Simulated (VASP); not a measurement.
# HgTe (Coloradoite): relaxation of cell and atoms with BLYP+D3(BJ)

HgTe (Coloradoite):

```
CELL_PARAMETERS angstrom
0.00000 3.21450 3.21450
3.21450 0.00000 3.21450
3.21450 3.21450 0.00000
ATOMIC_POSITIONS crystal
Hg 0.00000 0.00000 0.00000
Te 0.75000 0.75000 0.75000
```

| Item | Value |
| --- | --- |
| Program | VASP 6.6.1 |
| Task | relaxation of cell and atoms |
| Functional | BLYP |
| Dispersion | D3(BJ) |
| Potentials or basis | VASP PAW PBE potentials, release 64 (Hg, Te) |
| Cutoff | 500 eV |
| k mesh | 7 × 7 × 7 |
| Occupations | fermi-dirac, width 0.05 eV |
| Spin | no spin polarisation |
| Dipole correction | no |
| Further INCAR settings | ALGO = Normal; EDIFF = 1e-07; IBRION = 2; EDIFFG = -0.01; NSW = 60; ISIF = 3 |

```
Relaxed volume                         : 35.64 Å³/atom
Relaxed cell                           : a = 4.654 Å, b = 4.654 Å, c = 4.654 Å, α = 60.00°, β = 60.00°, γ = 60.00°
Space group after relaxing (to 0.05 Å) : F-43m (No. 216)
Energy gained by relaxing              : 22.9 meV/atom
Ionic steps                            : 3
Pressure after relaxing                : 0.0 GPa
Band gap on the k mesh                 : zero (filled and empty bands touch)
Dispersion energy per atom             : -0.773 eV
```

Step by step:
| step | energy change (eV) | largest force (eV/Å) | pressure (GPa) | volume (Å³) |
| --- | --- | --- | --- | --- |
| 1 | 0.0000 | 0.0000 | 3.24 | 66.43 |
| 2 | -0.0405 | 0.0000 | -0.89 | 73.10 |
| 3 | -0.0457 | 0.0000 | 0.00 | 71.28 |

Final structure:
```
CELL_PARAMETERS angstrom
0.00000 3.29086 3.29086
3.29086 0.00000 3.29086
3.29086 3.29086 0.00000
ATOMIC_POSITIONS crystal
Hg 0.00000 0.00000 0.00000
Te 0.75000 0.75000 0.75000
```

Levels at points of the mesh, in eV from the Fermi level:
```
           k point  band 5  band 6  band 7  band 8  band 9  band 10  band 11  band 12  band 13
(0.00, 0.00, 0.00)   -6.66   -6.66   -0.97   -0.05   -0.05    -0.05     4.30     4.30     4.30
```

Run time: 94 s on 1 thread of Intel(R) Xeon(R) 6975P-C (Granite Rapids) (shared host), peak memory 0.23 GiB.

Caveat: the PAW data sets were made with another functional, which shifts forces and pressure a little; spin-orbit coupling is left out, which moves the levels of the heavy elements; pairwise dispersion overbinds metals, which lowers pressure and volume. Zero-point motion and thermal expansion aren't in these numbers.
